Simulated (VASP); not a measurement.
# LiTi12 (a cell with a defect) in VASP: a series of runs

LiTi12 (a cell with a defect) is run at these levels: PBE; tasks: single point.

Everything below comes from runs of VASP 6.6.1. Logs are shortened: lines on timing, memory, paths and dates and some standing lists are left out, and cuts for length are marked.

### Step 1. The cell of the first run

The cell holds a defect, 13 atoms: a = 5.900 Å, b = 8.850 Å, c = 4.685 Å, α = 90.00°, β = 90.00°, γ = 120.00°.

### Step 2. Single point, PBE

INCAR reads:

```
PREC = Accurate ; ENCUT = 520
EDIFF = 1E-7 ; ISMEAR = -1
SIGMA = 0.1 ; LREAL = False
LASPH = True ; NELM = 80
ALGO = Normal ; ISIF = 2
LWAVE = False ; LCHARG = False
GGA = PE ; NBANDS = 86
```

KPOINTS reads:

```
regular mesh
0
Gamma
  3 2 3
```

POSCAR reads:

```
LiTi12
1.0
    5.9000000000      0.0000000000      0.0000000000
   -4.4250000000      7.6643250000      0.0000000000
    0.0000000000      0.0000000000      4.6846000000
Ti Li
12 1
Direct
    0.0322764944      0.0060409756     -0.0056141399
    0.2190012162      0.2629846725      0.5651709858
   -0.0710652054      0.2360938504      0.1646885540
    0.2139339230      0.6045672646      0.3305725142
   -0.0387114090      0.6868706638     -0.0538573197
    0.1969819527      0.8978742420      0.5486487640
    0.4538271638     -0.0400948551      0.1017162618
    0.6503478067      0.2214806914      0.6055586389
    0.4700761930      0.3511072404      0.0255945011
    0.6973249032      0.5807947862      0.4292789139
    0.5409164156      0.7045891191     -0.0834863169
    0.7163266975      0.9153056531      0.4918242753
    0.1160796820      0.4913152822      0.7873671178
```

Potentials or basis: VASP PAW PBE potentials, release 64 (Ti_sv, Li_sv).

Run with:

```console
cat potpaw_PBE.64/Ti_sv/POTCAR potpaw_PBE.64/Li_sv/POTCAR > POTCAR
mpirun -np 1 vasp_std > vasp.out
```

OUTCAR:

```text
PREC = Accurate
   ENCUT = 520
   EDIFF = 1E-7
   ISMEAR = -1
   LREAL = False
   LASPH = True
   NELM = 80
   ISIF = 2
   GGA = PE

 ion  position               nearest neighbor table
   1  0.032  0.006  0.994-   3 2.53   5 2.65   6 2.67   7 2.76  11 2.81   2 2.81  12 2.84   9 2.85
                            12 2.86
   2  0.219  0.263  0.565-   3 2.47   9 2.51  13 2.60   8 2.75   1 2.81   9 2.83  10 2.89
   3  0.929  0.236  0.165-   2 2.47   1 2.53   8 2.60  13 2.64   7 2.66   9 2.90  12 2.90
   4  0.214  0.605  0.331-  13 2.31  11 2.56   5 2.66  13 2.69   6 2.84
   5  0.961  0.687  0.946-  13 2.44   6 2.51  11 2.57  10 2.64   1 2.65   4 2.66  10 2.78   7 2.79

   6  0.197  0.898  0.549-   7 2.48   5 2.51   1 2.67   8 2.79   4 2.84   7 2.91
   7  0.454  0.960  0.102-   6 2.48  12 2.55   3 2.66  11 2.70   1 2.76   5 2.79   6 2.91
   8  0.650  0.221  0.606-   3 2.60  13 2.72   9 2.75   2 2.75   6 2.79
   9  0.470  0.351  0.026-   2 2.51  10 2.60   8 2.75   2 2.83   1 2.85   3 2.90
  10  0.697  0.581  0.429-   9 2.60   5 2.64   5 2.78  11 2.88   2 2.89  12 2.92
  11  0.541  0.705  0.917-  13 2.34   4 2.56  12 2.56   5 2.57   7 2.70   1 2.81  10 2.88
  12  0.716  0.915  0.492-   7 2.55  11 2.56   1 2.84   1 2.86   3 2.90  10 2.92
  13  0.116  0.491  0.787-   4 2.31  11 2.34   5 2.44   2 2.60   3 2.64   4 2.69   8 2.72

  LATTYP: Found a simple monoclinic cell.
 ALAT       =     5.9000000000
 B/A-ratio  =     0.7940000000
 C/A-ratio  =     1.3228756849
 COS(beta)  =    -0.1889822323

  Lattice vectors:

 A1 = (   5.9000000000,   0.0000000000,   0.0000000000)
 A2 = (   0.0000000000,   0.0000000000,   4.6846000000)
 A3 = (  -1.4750000000,  -7.6643250000,   0.0000000000)

Analysis of symmetry for initial positions (statically):
=====================================================================
 Subroutine PRICEL returns:
 Original cell was already a primitive cell.

 Routine SETGRP: Setting up the symmetry group for a
 simple monoclinic supercell.

 Subroutine GETGRP returns: Found  1 space group operations
 (whereof  1 operations were pure point group operations)
 out of a pool of  4 trial point group operations.

The static configuration has the point symmetry C_1 .

Analysis of symmetry for dynamics (positions and initial velocities):
=====================================================================
 Subroutine PRICEL returns:
 Original cell was already a primitive cell.

 Routine SETGRP: Setting up the symmetry group for a
 simple monoclinic supercell.

 Subroutine GETGRP returns: Found  1 space group operations
 (whereof  1 operations were pure point group operations)
 out of a pool of  4 trial point group operations.
[... 143 lines left out ...]
   EFERMI_NEDOS =   21; number of points for ismear=-14 and -15
   IALGO  =     38    algorithm
   IMIX   =      4    mixing-type and parameters
     AMIX     =   0.40;   BMIX     =  1.00
     AMIX_MAG =   1.60;   BMIX_MAG =  1.00
  volume/ion in A,a.u.               =      16.30       109.96
  Fermi-wavevector in a.u.,A,eV,Ry     =   1.449376  2.738924 28.581642  2.100691
  Thomas-Fermi vector in A             =   2.567110
   LORBIT       =      0    0 simple, 1 ext, 2 COOP (PROOUT), +10 PAW based schemes
   GGA     = PE    functional components
   LHFCALC =     F    Hartree Fock is set to
   AEXX    =    0.0000 exact exchange contribution
   IVDW    =     0    specifies the selected vdW correction
   LEPSILON=     F    determine dielectric tensor
   LRPA    =     F    only Hartree local field effects (RPA)
 non-spin polarized calculation
  energy-cutoff  :      520.00
  volume of cell :      211.84
 maximum number of plane-waves:      5703
 NGX is ok and might be reduce to    48
   NGX = 21   NGY = 33   NGZ = 17

 number of electron     147.0000005 magnetization

 Free energy of the ion-electron system (eV)
  ---------------------------------------------------
  ext. energy  EPLUGINS =         0.00000000
  ---------------------------------------------------
  free energy    TOTEN  =       -92.40936704 eV

  energy without entropy =      -91.83305005  energy(sigma->0) =      -92.12120854

 E-fermi :   8.2177     XC(G=0): -11.4787

 val. band max:        8.2083770034   @ k =   0.0000   0.0000   0.0000
 cond. band min:       8.2238397418   @ k =   0.3333  -0.0000   0.0000
 fundamental gap:      0.0154627384
 Fermi energy:         8.2176546802

 k-point     1 :       0.0000    0.0000    0.0000
  band No.  band energies     occupation
      1     -48.4669      2.00000
      2     -48.4024      2.00000
      3     -48.3397      2.00000
      4     -48.3148      2.00000
      5     -48.2905      2.00000
      6     -48.2144      2.00000
[... 869 lines left out ...]
     84       9.2123      0.00010
     85       9.3345      0.00003
 [bands above 85 left out]

------------------------ aborting loop because EDIFF is reached ----------------------------------------

  FORCE on cell =-STRESS in cart. coord.  units (eV):
  Direction    XX          YY          ZZ          XY          YZ          ZX
  --------------------------------------------------------------------------------------
  -------------------------------------------------------------------------------------
  Total        7.9337939      5.4186083     14.2102840      2.4667806     -0.8789184     -0.8986880
  in kB       60.0057763     40.9826373    107.4768433     18.6570365     -6.6475360     -6.7970600
  external PRESSURE =      69.4884190 kB  Pullay stress =       0.0000000 kB

 VOLUME and BASIS-vectors are now :
 -----------------------------------------------------------------------------
  energy-cutoff  :      520.00
  volume of cell :      211.84
      direct lattice vectors                 reciprocal lattice vectors
     5.900000000  0.000000000  0.000000000     0.169491525  0.097855976  0.000000000
    -4.425000000  7.664325000  0.000000000     0.000000000  0.130474634  0.000000000
     0.000000000  0.000000000  4.684600000     0.000000000  0.000000000  0.213465397

 POSITION                                       TOTAL-FORCE (eV/Angst)
 -----------------------------------------------------------------------------------
      0.16370      0.04630      4.65830        -0.038642      0.537504      0.643729
      0.12840      2.01560      2.64760         0.176898     -0.824252     -0.525775
      4.43600      1.80950      0.77150        -0.695693      1.049228     -0.407982
     -1.41300      4.63360      1.54860         0.027707      0.023400      0.293917
      2.63220      5.26440      4.43230         0.351364     -0.513926      0.023067
     -2.81090      6.88160      2.57020        -0.148238      0.060051     -0.330181
     -1.57000      7.35702      0.47650        -0.080492      0.451996     -1.188589
      2.85700      1.69750      2.83680         0.042340     -0.165850     -0.104778
      1.21980      2.69100      0.11990         0.753023      0.324829      0.566638
      1.54420      4.45140      2.01100        -0.180915     -0.308679      0.836773
      0.07360      5.40020      4.29350         0.286078     -0.199292      0.223031
      0.17610      7.01520      2.30400         0.027466      0.393462      0.082355
     -1.48920      3.76560      3.68850        -0.520897     -0.828471     -0.112206
 -----------------------------------------------------------------------------------
    total drift:                               -0.000525      0.000306     -0.000336

  FREE ENERGIE OF THE ION-ELECTRON SYSTEM (eV)
  ---------------------------------------------------
  free  energy   TOTEN  =       -92.4093670395 eV

  energy  without entropy=      -91.8330500455  energy(sigma->0) =      -92.12120854
```

Wall time 8.7 min (1 thread of Intel Xeon Platinum 8259CL at 2.50GHz (Skylake/Cascade Lake), shared host); peak memory 0.4 GiB.

What came out:

- Free energy: -92.4094 eV
- Largest force: 1.323 eV/Å
- Band gap on the k mesh: zero (an odd number of electrons rules out a gap without spin polarisation)

Forces on the atoms (eV/Å):
```
Ti  -0.039  0.538  0.644
Ti   0.177 -0.824 -0.526
Ti  -0.696  1.049 -0.408
Ti   0.028  0.023  0.294
Ti   0.351 -0.514  0.023
Ti  -0.148  0.060 -0.330
Ti  -0.080  0.452 -1.189
Ti   0.042 -0.166 -0.105
Ti   0.753  0.325  0.567
Ti  -0.181 -0.309  0.837
Ti   0.286 -0.199  0.223
Ti   0.027  0.393  0.082
Li  -0.521 -0.828 -0.112
```

Caveat: the k points lie up to 0.45 Å⁻¹ apart, too coarse for converged energies and pressures of a metal; the cutoff is under 1.25 times the usual one of these potentials, so pressure, stress and relaxed cells hold a basis-set (Pulay) error.

### Step 3. Single point, PBE

INCAR reads:

```
  PREC = Accurate
  ENCUT = 520
  EDIFF = 1E-7
  ISMEAR = -1
  SIGMA = 0.1
  LREAL = F
  LASPH = T
  NELM = 100
  ALGO = Normal
  ISIF = 2
  LWAVE = F
  LCHARG = F
  GGA = PE
  NBANDS = 86
```

KPOINTS reads:

```
Automatic mesh
0
Gamma
  3 2 3
```

POSCAR reads:

```
LiTi12
1.0
    5.9000000000      0.0000000000      0.0000000000
   -4.4250000000      7.6643250000      0.0000000000
    0.0000000000      0.0000000000      4.6846000000
Ti Li
12 1
Direct
    0.0622189405      0.0350715816      0.0348802459
    0.2100333027      0.2350500533      0.5231823421
   -0.0998336455      0.2633630489      0.1512615805
    0.2119913794      0.5906325736      0.3567006788
   -0.0391333090      0.6713702772     -0.0555863894
    0.2106374499      0.8996747920      0.5419246040
    0.4630113488     -0.0265385406      0.0392135935
    0.6177119648      0.1998871394      0.6053451735
    0.5207473753      0.3694258790      0.0544336763
    0.6894211524      0.5756801806      0.4710113991
    0.4961198761      0.6800468404     -0.1021004995
    0.7464784162      0.9384909956      0.5026683175
    0.0599756979      0.4601709870      0.7676429151
```

Potentials or basis: VASP PAW PBE potentials, release 64 (Ti_sv, Li_sv).

Run with:

```console
cat potpaw_PBE.64/Ti_sv/POTCAR potpaw_PBE.64/Li_sv/POTCAR > POTCAR
mpirun -np 1 vasp_std > vasp.out
```

OUTCAR:

```text
PREC = Accurate
   ENCUT = 520
   EDIFF = 1E-7
   ISMEAR = -1
   LREAL = F
   LASPH = T
   NELM = 100
   ISIF = 2
   GGA = PE

 ion  position               nearest neighbor table
   1  0.062  0.035  0.035-   7 2.68   3 2.69  12 2.72   2 2.75   9 2.84   2 2.85
   2  0.210  0.235  0.523-   8 2.60   3 2.63  12 2.68   9 2.72   1 2.75   1 2.85
   3  0.900  0.263  0.151-  13 2.35   8 2.58   7 2.63   2 2.63   1 2.69   4 2.71   9 2.86
   4  0.212  0.591  0.357-  13 2.19  11 2.59   3 2.71   5 2.74   6 2.87
   5  0.961  0.671  0.944-  13 2.37   6 2.61  10 2.62   9 2.69   4 2.74  11 2.79  10 2.83   7 2.86

   6  0.211  0.900  0.542-   8 2.56   5 2.61   7 2.66   7 2.69   4 2.87
   7  0.463  0.973  0.039-   3 2.63   6 2.66   8 2.67   1 2.68   6 2.69  11 2.78  12 2.85   5 2.86

   8  0.618  0.200  0.605-   6 2.56   3 2.58  13 2.59   2 2.60   7 2.67   9 2.80  12 2.81
   9  0.521  0.369  0.054-  10 2.51   5 2.69   2 2.72   8 2.80   1 2.84   3 2.86  11 2.92
  10  0.689  0.576  0.471-   9 2.51   5 2.62  11 2.68   5 2.83
[... 1101 lines left out ...]
     85       9.3503      0.00002
 [bands above 85 left out]

------------------------ aborting loop because EDIFF is reached ----------------------------------------

  FORCE on cell =-STRESS in cart. coord.  units (eV):
  Direction    XX          YY          ZZ          XY          YZ          ZX
  --------------------------------------------------------------------------------------
  -------------------------------------------------------------------------------------
  Total        4.1209955      8.0059662     12.9070191      4.3546197     -1.4267889     -1.1057022
  in kB       31.1683839     60.5516377     97.6198414     32.9353573    -10.7912527     -8.3627736
  external PRESSURE =      63.1132877 kB  Pullay stress =       0.0000000 kB

 VOLUME and BASIS-vectors are now :
 -----------------------------------------------------------------------------
  energy-cutoff  :      520.00
  volume of cell :      211.84
      direct lattice vectors                 reciprocal lattice vectors
     5.900000000  0.000000000  0.000000000     0.169491525  0.097855976  0.000000000
    -4.425000000  7.664325000  0.000000000     0.000000000  0.130474634  0.000000000
     0.000000000  0.000000000  4.684600000     0.000000000  0.000000000  0.213465397

 POSITION                                       TOTAL-FORCE (eV/Angst)
 -----------------------------------------------------------------------------------
      0.21190      0.26880      0.16340        -0.228745     -0.692190     -0.661391
      0.19910      1.80150      2.45090        -0.731937      0.582447      0.940064
      4.14560      2.01850      0.70860         0.713916     -0.024978     -0.001032
     -1.36280      4.52680      1.67100        -0.007199      0.774947     -0.876006
      2.69830      5.14560      4.42420        -0.194860      1.092266      1.074422
     -2.73830      6.89540      2.53870        -0.457190     -0.974696     -0.657533
     -1.57580      7.46092      0.18370         0.569358     -0.149589      0.423692
      2.76000      1.53200      2.83580         0.279905      1.047854      0.022619
      1.43770      2.83140      0.25500        -0.450587     -0.593163     -0.737622
      1.52020      4.41220      2.20650         0.295715     -0.060613     -0.232298
     -0.08210      5.21210      4.20630         0.611538      0.828054      0.613717
      0.25140      7.19290      2.35480        -0.500363     -0.678599     -0.006930
     -1.68240      3.52690      3.59610         0.100449     -1.151738      0.098299
 -----------------------------------------------------------------------------------
    total drift:                               -0.000589      0.000173     -0.000351

  FREE ENERGIE OF THE ION-ELECTRON SYSTEM (eV)
  ---------------------------------------------------
  free  energy   TOTEN  =       -92.5288829794 eV

  energy  without entropy=      -91.9128040590  energy(sigma->0) =      -92.22084352
```

Wall time 8.9 min (1 thread of Intel Xeon Platinum 8259CL at 2.50GHz (Skylake/Cascade Lake), shared host); peak memory 0.38 GiB.

Results:

```
Free energy            : -92.5289 eV
Largest force          : 1.544 eV/Å
Band gap on the k mesh : zero (an odd number of electrons rules out a gap without spin polarisation)
```

Forces in eV/Å, atoms in the order of the input:
```
Ti  -0.229 -0.692 -0.661
Ti  -0.732  0.582  0.940
Ti   0.714 -0.025 -0.001
Ti  -0.007  0.775 -0.876
Ti  -0.195  1.092  1.074
Ti  -0.457 -0.975 -0.658
Ti   0.569 -0.150  0.424
Ti   0.280  1.048  0.023
Ti  -0.451 -0.593 -0.738
Ti   0.296 -0.061 -0.232
Ti   0.612  0.828  0.614
Ti  -0.500 -0.679 -0.007
Li   0.100 -1.152  0.098
```

Caveat: the k points lie up to 0.45 Å⁻¹ apart, too coarse for converged energies and pressures of a metal; the cutoff is under 1.25 times the usual one of these potentials, so pressure, stress and relaxed cells hold a basis-set (Pulay) error.

The gap in the log of VASP goes by the Fermi energy; the results here count the filled bands.